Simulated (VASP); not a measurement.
# Si (Fd-3m) in VASP: further runs

Runs on Si. Level: HSE06. Tasks: single point.

All numbers are computed with VASP 6.6.1; they aren't measurements. Logs are shortened: lines on timing, memory, paths and dates and some standing lists are left out, and cuts for length are marked.

## 1. The cell of the first run

It takes space group Fd-3m (No. 227, cubic). Conventional cell: a = 5.488 Å, b = 5.488 Å, c = 5.488 Å, α = 90.00°, β = 90.00°, γ = 90.00°. Within 3.1 Å of Si (site symmetry -43m) lie 4 Si at 2.38 Å.

## 2. Single point, HSE06

Input file POSCAR:

```
Si
1.0
    0.0000000000      2.7440864455      2.7440864455
    2.7440864455      0.0000000000      2.7440864455
    2.7440864455      2.7440864455      0.0000000000
Si
2
Direct
    0.0000000000      0.0000000000      0.0000000000
    0.2500000000      0.2500000000      0.2500000000
```

Input file INCAR.step1:

```
PREC = Accurate
ENCUT = 520
EDIFF = 1E-5
ISMEAR = -1
SIGMA = 0.05
LREAL = F
LASPH = T
NELM = 100
ALGO = Normal
ISIF = 2
LWAVE = T
LCHARG = F
GGA = PE
NBANDS = 11
```

Input file INCAR.step2:

```
PREC = Accurate
ENCUT = 520
EDIFF = 1E-7
ISMEAR = -1
SIGMA = 0.05
LREAL = F
LASPH = T
NELM = 100
ALGO = Normal
ISIF = 2
LWAVE = F
LCHARG = F
GGA = PE
LHFCALC = T
HFSCREEN = 0.2079
PRECFOCK = Normal
ISTART = 1
NBANDS = 11
```

Input file KPOINTS:

```
regular mesh
0
Gamma
  4 4 4
```

Potentials or basis: VASP PAW PBE potentials, release 64 (Si).

Command:

```sh
cat potpaw_PBE.64/Si/POTCAR > POTCAR
cp INCAR.step1 INCAR
mpirun -np 1 vasp_std > vasp.out
cp INCAR.step2 INCAR
mpirun -np 1 vasp_std > vasp.out
```

OUTCAR:

```text
PREC = Accurate
   ENCUT = 520
   EDIFF = 1E-7
   ISMEAR = -1
   LREAL = F
   LASPH = T
   NELM = 100
   ISIF = 2
   GGA = PE
   LHFCALC = T
   HFSCREEN = 0.2079
   PRECFOCK = Normal
   ISTART = 1

 ion  position               nearest neighbor table
   1  0.000  0.000  0.000-   2 2.38   2 2.38   2 2.38   2 2.38
   2  0.250  0.250  0.250-   1 2.38   1 2.38   1 2.38   1 2.38

  LATTYP: Found a face centered cubic cell.
 ALAT       =     5.4881728910

  Lattice vectors:

 A1 = (   0.0000000000,   2.7440864455,   2.7440864455)
 A2 = (   2.7440864455,   0.0000000000,   2.7440864455)
 A3 = (   2.7440864455,   2.7440864455,   0.0000000000)

Analysis of symmetry for initial positions (statically):
=====================================================================
 Subroutine PRICEL returns:
 Original cell was already a primitive cell.

 Routine SETGRP: Setting up the symmetry group for a
 face centered cubic supercell.

 Subroutine GETGRP returns: Found 48 space group operations
 (whereof 24 operations were pure point group operations)
 out of a pool of 48 trial point group operations.

The static configuration has the point symmetry T_d .
 The point group associated with its full space group is O_h .

Analysis of symmetry for dynamics (positions and initial velocities):
=====================================================================
 Subroutine PRICEL returns:
 Original cell was already a primitive cell.

 Routine SETGRP: Setting up the symmetry group for a
 face centered cubic supercell.

 Subroutine GETGRP returns: Found 48 space group operations
 (whereof 24 operations were pure point group operations)
 out of a pool of 48 trial point group operations.

The dynamic configuration has the point symmetry T_d .
 The point group associated with its full space group is O_h .

 Subroutine INISYM returns: Found 48 space group operations
 (whereof 24 operations are pure point group operations),
 and found     1 'primitive' translations

----------------------------------------------------------------------------------------

                                     Primitive cell

  volume of cell :      41.3260

  direct lattice vectors                    reciprocal lattice vectors
     0.000000000  2.744086445  2.744086445    -0.182210003  0.182210003  0.182210003
     2.744086445  0.000000000  2.744086445     0.182210003 -0.182210003  0.182210003
     2.744086445  2.744086445  0.000000000     0.182210003  0.182210003 -0.182210003

  length of vectors
     3.880724268  3.880724268  3.880724268     0.315596983  0.315596983  0.315596983

  position of ions in fractional coordinates (direct lattice)
     0.000000000  0.000000000  0.000000000
     0.250000000  0.250000000  0.250000000

  ion indices of the primitive-cell ions
   primitive index   ion index
                 1           1
                 2           2

----------------------------------------------------------------------------------------

 KPOINTS: regular mesh

Automatic generation of k-mesh.
 Grid dimensions read from file:
 generate k-points for:    4    4    4

 Generating k-lattice:

  Cartesian coordinates                     Fractional coordinates (reciprocal lattice)
    -0.045552501  0.045552501  0.045552501     0.250000000  0.000000000  0.000000000
     0.045552501 -0.045552501  0.045552501     0.000000000  0.250000000  0.000000000
     0.045552501  0.045552501 -0.045552501     0.000000000  0.000000000  0.250000000

  Length of vectors
     0.078899246  0.078899246  0.078899246

  Shift w.r.t. Gamma in fractional coordinates (k-lattice)
     0.000000000  0.000000000  0.000000000

 Subroutine IBZKPT returns following result:
 ===========================================

 Found      8 irreducible k-points:

 Following reciprocal coordinates:
            Coordinates               Weight
  0.000000  0.000000  0.000000      1.000000
  0.250000  0.000000  0.000000      8.000000
  0.500000  0.000000  0.000000      4.000000
  0.250000  0.250000  0.000000      6.000000
  0.500000  0.250000  0.000000     24.000000
 -0.250000  0.250000  0.000000     12.000000
  0.500000  0.500000  0.000000      3.000000
 -0.250000  0.500000  0.250000      6.000000
   k-points           NKPTS =      8   k-points in BZ     NKDIM =     64   number of bands    NBANDS=     11
   number of dos      NEDOS =    301   number of ions     NIONS =      2
   total plane-waves  NPLWV =  27000
   dimension x,y,z NGX =    30 NGY =   30 NGZ =   30
   dimension x,y,z NGXF=    60 NGYF=   60 NGZF=   60
   ions per type =               2
   NGX,Y,Z   is equivalent  to a cutoff of  12.85, 12.85, 12.85 a.u.
   NGXF,Y,Z  is equivalent  to a cutoff of  25.70, 25.70, 25.70 a.u.
 SYSTEM =  unknown system
   PREC   = accura    normal or accurate (medium, high low for compatibility)
   ISTART =      1    job   : 0-new  1-cont  2-samecut
   ICHARG =      0    charge: 1-file 2-atom 10-const
   ISPIN  =      1    spin polarized calculation?
   LNONCOLLINEAR =      F non collinear calculations
   LSORBIT =      F    spin-orbit coupling
   LASPH  =      T    aspherical Exc in radial PAW
   ENCUT  =  520.0 eV  38.22 Ry    6.18 a.u.   7.22  7.22  7.22*2*pi/ulx,y,z
   NELM   =    100;   NELMIN=  2; NELMDL=  0     # of ELM steps
   EDIFF  = 0.1E-06   stopping-criterion for ELM
   LREAL  =      F    real-space projection
   EDIFFG = 0.1E-05   stopping-criterion for IOM
   NSW    =      0    number of steps for IOM
   IBRION =     -1    ionic relax: 0-MD 1-quasi-New 2-CG
   NFREE  =      0    steps in history (QN), initial steepest desc. (CG)
   ISIF   =      2    stress and relaxation
   ISYM   =      3    0-nonsym 1-usesym 2-fastsym
   POTIM  = 0.5000    time-step for ionic-motion
   TEBEG  =    0.0;   TEEND  =   0.0 temperature during run
   PSTRESS=    0.0 pullay stress
   NELECT =       8.0000    total number of electrons
   NUPDOWN=      -1.0000    fix difference up-down
   EMIN   =  10.00;   EMAX   =-10.00  energy-range for DOS
   EFERMI =   0.00;   METHOD = LEGACY
   ISMEAR =    -1;   SIGMA  =   0.05  broadening in eV -4-tet -1-fermi 0-gaus
   EFERMI_NEDOS =   21; number of points for ismear=-14 and -15
   IALGO  =     38    algorithm
   IMIX   =      1    mixing-type and parameters
     AMIX     =   0.40;   BMIX     =  1.00
     AMIX_MAG =   1.60;   BMIX_MAG =  1.00
  volume/ion in A,a.u.               =      20.66       139.44
  Fermi-wavevector in a.u.,A,eV,Ry     =   0.947030  1.789627 12.202599  0.896866
  Thomas-Fermi vector in A             =   2.075084
   LORBIT       =      0    0 simple, 1 ext, 2 COOP (PROOUT), +10 PAW based schemes
   GGA     = PE    functional components
   LHFCALC =     T    Hartree Fock is set to
   PRECFOCK=normal    Normal, Fast or Accurate (Low or Medium for compatibility)
   ENCUT4O =  -1.0   cutoff for four orbital integrals eV
   NKREDX  =     1    reduce k-point grid by
   NKREDY  =     1    reduce k-point grid by
   NKREDZ  =     1    reduce k-point grid by
   AEXX    =    0.2500 exact exchange contribution
   HFSCREEN=    0.2079 screening length (either q_TF or 0.3 A-1)
   HFSCREENC=   0.2079 screening length for correlation (either q_TF or 0.3 A-1)
   ENCUTFOCK=  -1.0 apply spherical cutoff to Coloumb kernel
   IVDW    =     0    specifies the selected vdW correction
   LEPSILON=     F    determine dielectric tensor
   LRPA    =     F    only Hartree local field effects (RPA)
 non-spin polarized calculation
  energy-cutoff  :      520.00
  volume of cell :       41.33
 maximum number of plane-waves:      1139
 NGX is ok and might be reduce to    30
  NGX = 24; NGY = 24; NGZ = 24

 number of electron       8.0000001 magnetization

 Free energy of the ion-electron system (eV)
  ---------------------------------------------------
  ext. energy  EPLUGINS =         0.00000000
  ---------------------------------------------------
  free energy    TOTEN  =       -12.37663214 eV

  energy without entropy =      -12.37663195  energy(sigma->0) =      -12.37663205

 E-fermi :   5.8418     XC(G=0):  -7.7335

 val. band max:        5.1662105739   @ k =   0.0000   0.0000   0.0000
 cond. band min:       6.5519788283   @ k =   0.5000   0.5000   0.0000
 fundamental gap:      1.3857682544
 Fermi energy:         5.8417586865

 k-point     1 :       0.0000    0.0000    0.0000
  band No.  band energies     occupation
      1      -7.8619      2.00000
      2       5.1662      2.00000
      3       5.1662      2.00000
      4       5.1662      2.00000
      5       8.4986      0.00000
      6       8.4986      0.00000
      7       8.4986      0.00000
      8       9.1564      0.00000
      9      13.8662      0.00000
     10      13.9380      0.00000
     11      13.9380      0.00000

 k-point     2 :       0.2500    0.0000    0.0000
  band No.  band energies     occupation
      1      -6.9989      2.00000
      2       0.9663      2.00000
      3       4.3785      2.00000
      4       4.3785      2.00000
      5       7.8584      0.00000
      6       9.4856      0.00000
      7       9.4856      0.00000
      8      12.9139      0.00000
      9      13.3572      0.00000
     10      13.3572      0.00000
     11      14.9987      0.00000

 k-point     3 :       0.5000    0.0000    0.0000
  band No.  band energies     occupation
      1      -5.3551      2.00000
      2      -2.3577      2.00000
      3       3.8895      2.00000
      4       3.8895      2.00000
      5       7.3339      0.00000
      6       9.3343      0.00000
      7       9.3343      0.00000
      8      13.7643      0.00000
      9      16.8856      0.00000
     10      16.8856      0.00000
     11      17.4611      0.00000

 k-point     4 :       0.2500    0.2500    0.0000
  band No.  band energies     occupation
      1      -6.6926      2.00000
      2       1.3592      2.00000
      3       3.1887      2.00000
      4       3.1887      2.00000
      5       6.9757      0.00000
      6       9.0843      0.00000
      7      11.8298      0.00000
      8      11.8298      0.00000
      9      14.0913      0.00000
     10      15.1919      0.00000
     11      17.4680      0.00000

 k-point     5 :       0.5000    0.2500    0.0000
  band No.  band energies     occupation
      1      -4.9256      2.00000
      2      -1.7707      2.00000
      3       1.4691      2.00000
      4       2.8341      2.00000
      5       7.3917      0.00000
      6      10.4320      0.00000
      7      11.7721      0.00000
      8      12.0236      0.00000
      9      16.4164      0.00000
     10      16.8370      0.00000
     11      18.5063      0.00000

 k-point     6 :      -0.2500    0.2500    0.0000
  band No.  band energies     occupation
      1      -5.6548      2.00000
      2      -0.7876      2.00000
      3       1.2483      2.00000
      4       3.7725      2.00000
      5       8.3611      0.00000
      6      10.8635      0.00000
      7      11.0904      0.00000
      8      12.1855      0.00000
      9      12.5544      0.00000
     10      15.8570      0.00000
     11      18.7595      0.00000

 k-point     7 :       0.5000    0.5000    0.0000
  band No.  band energies     occupation
      1      -3.3636      2.00000
      2      -3.3636      2.00000
      3       2.1302      2.00000
      4       2.1302      2.00000
      5       6.5520      0.00000
      6       6.5520      0.00000
      7      16.3911      0.00000
      8      16.3911      0.00000
      9      17.3016      0.00000
     10      17.3016      0.00000
     11      18.8861      0.00000

 k-point     8 :      -0.2500    0.5000    0.2500
  band No.  band energies     occupation
      1      -3.1970      2.00000
      2      -3.1970      2.00000
      3       1.1416      2.00000
      4       1.1416      2.00000
      5      10.2288      0.00000
      6      10.2288      0.00000
      7      11.0416      0.00000
      8      11.0416      0.00000
      9      16.8816      0.00000
     10      16.8816      0.00000
     11      19.3242      0.00000

------------------------ aborting loop because EDIFF is reached ----------------------------------------

  FORCE on cell =-STRESS in cart. coord.  units (eV):
  Direction    XX          YY          ZZ          XY          YZ          ZX
  --------------------------------------------------------------------------------------
  -------------------------------------------------------------------------------------
  Total       -0.5844478     -0.5844478     -0.5844478     -0.0000000     -0.0000000     -0.0000000
  in kB      -22.6585928    -22.6585928    -22.6585928     -0.0000000     -0.0000000     -0.0000000
  external PRESSURE =     -22.6585928 kB  Pullay stress =       0.0000000 kB

 VOLUME and BASIS-vectors are now :
 -----------------------------------------------------------------------------
  energy-cutoff  :      520.00
  volume of cell :       41.33
      direct lattice vectors                 reciprocal lattice vectors
     0.000000000  2.744086445  2.744086445    -0.182210003  0.182210003  0.182210003
     2.744086445  0.000000000  2.744086445     0.182210003 -0.182210003  0.182210003
     2.744086445  2.744086445  0.000000000     0.182210003  0.182210003 -0.182210003

 POSITION                                       TOTAL-FORCE (eV/Angst)
 -----------------------------------------------------------------------------------
      0.00000      0.00000      0.00000        -0.000000     -0.000000     -0.000000
      1.37204      1.37204      1.37204         0.000000      0.000000      0.000000
 -----------------------------------------------------------------------------------
    total drift:                               -0.000000     -0.000000     -0.000000

  FREE ENERGIE OF THE ION-ELECTRON SYSTEM (eV)
  ---------------------------------------------------
  free  energy   TOTEN  =       -12.3766321427 eV

  energy  without entropy=      -12.3766319538  energy(sigma->0) =      -12.37663205
```

It took 3.2 min on 1 thread of Intel Xeon 8259CL, shared host; peak memory 0.26 GiB.

What came out:

* Free energy: -12.3766 eV
* Pressure: -2.3 GPa
* Band gap on the k mesh: 1.39 eV (least direct gap 3.33 eV)

Caveat: the k points lie up to 0.50 Å⁻¹ apart; the PAW data sets were made with another functional, which shifts forces and pressure a little. A k mesh can miss the band edges.

## 3. Single point, HSE06

POSCAR is that of step 2.

Input file INCAR.step1:

```
SYSTEM = Si
PREC = Accurate
ENCUT = 520
EDIFF = 1E-5
ISMEAR = -1
SIGMA = 0.05
LREAL = .FALSE.
LASPH = .TRUE.
NELM = 100
ALGO = Normal
ISIF = 2
LWAVE = .TRUE.
LCHARG = .FALSE.
GGA = PE
NBANDS = 11
```

Input file INCAR.step2:

```
SYSTEM = Si
PREC = Accurate
ENCUT = 520
EDIFF = 1E-6
ISMEAR = -1
SIGMA = 0.05
LREAL = .FALSE.
LASPH = .TRUE.
NELM = 100
ALGO = Normal
ISIF = 2
LWAVE = .FALSE.
LCHARG = .FALSE.
GGA = PE
LHFCALC = .TRUE.
HFSCREEN = 0.2079
PRECFOCK = Normal
ISTART = 1
NBANDS = 11
```

Input file KPOINTS:

```
regular mesh
0
G
  4 4 4
  0 0 0
```

Potentials or basis: VASP PAW PBE potentials, release 64 (Si).

Command:

```sh
cat potpaw_PBE.64/Si/POTCAR > POTCAR
cp INCAR.step1 INCAR
mpirun -np 1 vasp_std > vasp.out
cp INCAR.step2 INCAR
mpirun -np 1 vasp_std > vasp.out
```

OUTCAR:

```text
SYSTEM = Si
   PREC = Accurate
   ENCUT = 520
   EDIFF = 1E-6
   ISMEAR = -1
   LREAL = .FALSE.
   LASPH = .TRUE.
   NELM = 100
   ISIF = 2
   GGA = PE
   LHFCALC = .TRUE.
   HFSCREEN = 0.2079
   PRECFOCK = Normal
   ISTART = 1

 ion  position               nearest neighbor table
   1  0.000  0.000  0.000-   2 2.38   2 2.38   2 2.38   2 2.38
   2  0.250  0.250  0.250-   1 2.38   1 2.38   1 2.38   1 2.38

  LATTYP: Found a face centered cubic cell.
 ALAT       =     5.4881728910

  Lattice vectors:
[... 290 lines left out ...]

------------------------ aborting loop because EDIFF is reached ----------------------------------------

  FORCE on cell =-STRESS in cart. coord.  units (eV):
  Direction    XX          YY          ZZ          XY          YZ          ZX
  --------------------------------------------------------------------------------------
  -------------------------------------------------------------------------------------
  Total       -0.5852259     -0.5852259     -0.5852259     -0.0000000     -0.0000000      0.0000000
  in kB      -22.6887590    -22.6887590    -22.6887590     -0.0000000     -0.0000000      0.0000000
  external PRESSURE =     -22.6887590 kB  Pullay stress =       0.0000000 kB

 VOLUME and BASIS-vectors are now :
 -----------------------------------------------------------------------------
  energy-cutoff  :      520.00
  volume of cell :       41.33
      direct lattice vectors                 reciprocal lattice vectors
     0.000000000  2.744086445  2.744086445    -0.182210003  0.182210003  0.182210003
     2.744086445  0.000000000  2.744086445     0.182210003 -0.182210003  0.182210003
     2.744086445  2.744086445  0.000000000     0.182210003  0.182210003 -0.182210003

 POSITION                                       TOTAL-FORCE (eV/Angst)
 -----------------------------------------------------------------------------------
      0.00000      0.00000      0.00000        -0.000000     -0.000000     -0.000000
      1.37204      1.37204      1.37204         0.000000      0.000000      0.000000
 -----------------------------------------------------------------------------------
    total drift:                               -0.000000     -0.000000     -0.000000

  FREE ENERGIE OF THE ION-ELECTRON SYSTEM (eV)
  ---------------------------------------------------
  free  energy   TOTEN  =       -12.3766322290 eV

  energy  without entropy=      -12.3766320403  energy(sigma->0) =      -12.37663213
```

OSZICAR.step1:

```text
N       E                     dE             d eps       ncg     rms          rms(c)
DAV:   1     0.636301271405E+01    0.63630E+01   -0.31600E+03   176   0.561E+02
DAV:   2    -0.102269128914E+02   -0.16590E+02   -0.16168E+02   235   0.798E+01
DAV:   3    -0.108435157049E+02   -0.61660E+00   -0.61446E+00   226   0.125E+01
DAV:   4    -0.108484976193E+02   -0.49819E-02   -0.49812E-02   216   0.145E+00
DAV:   5    -0.108485452356E+02   -0.47616E-04   -0.47616E-04   220   0.137E-01    0.478E+00
DAV:   6    -0.107219931544E+02    0.12655E+00   -0.68098E-02   202   0.109E+00    0.291E+00
DAV:   7    -0.106633221292E+02    0.58671E-01   -0.13615E-01   194   0.167E+00    0.174E-01
DAV:   8    -0.106651076803E+02   -0.17856E-02   -0.63265E-03   194   0.428E-01    0.816E-02
DAV:   9    -0.106653997425E+02   -0.29206E-03   -0.27875E-04   238   0.980E-02    0.578E-02
DAV:  10    -0.106654294247E+02   -0.29682E-04   -0.26031E-05   205   0.297E-02    0.510E-03
DAV:  11    -0.106654305582E+02   -0.11335E-05   -0.22807E-06   135   0.808E-03
   1 F= -.10665431E+02 E0= -.10665401E+02  d E =-.595082E-04
```

Wall time 2.8 min (1 thread of Intel Xeon 8259CL, shared host); peak memory 0.26 GiB.

What came out:

| Quantity | Value |
| --- | --- |
| Free energy | -12.3766 eV |
| Pressure | -2.3 GPa |
| Band gap on the k mesh | 1.39 eV (least direct gap 3.33 eV) |

Levels at points of the mesh, in eV from the valence-band top:
| k point | band 2 | band 3 | band 4 | band 5 | band 6 | band 7 |
| --- | --- | --- | --- | --- | --- | --- |
| (0.00, 0.00, 0.00) | 0.00 | 0.00 | 0.00 | 3.33 | 3.33 | 3.33 |
| (0.50, 0.00, 0.00) | -7.52 | -1.28 | -1.28 | 2.17 | 4.17 | 4.17 |
| (0.50, 0.50, 0.00) | -8.53 | -3.04 | -3.04 | 1.39 | 1.39 | 11.23 |

Caveat: the k points lie up to 0.50 Å⁻¹ apart; the PAW data sets were made with another functional, which shifts forces and pressure a little. A k mesh can miss the band edges.
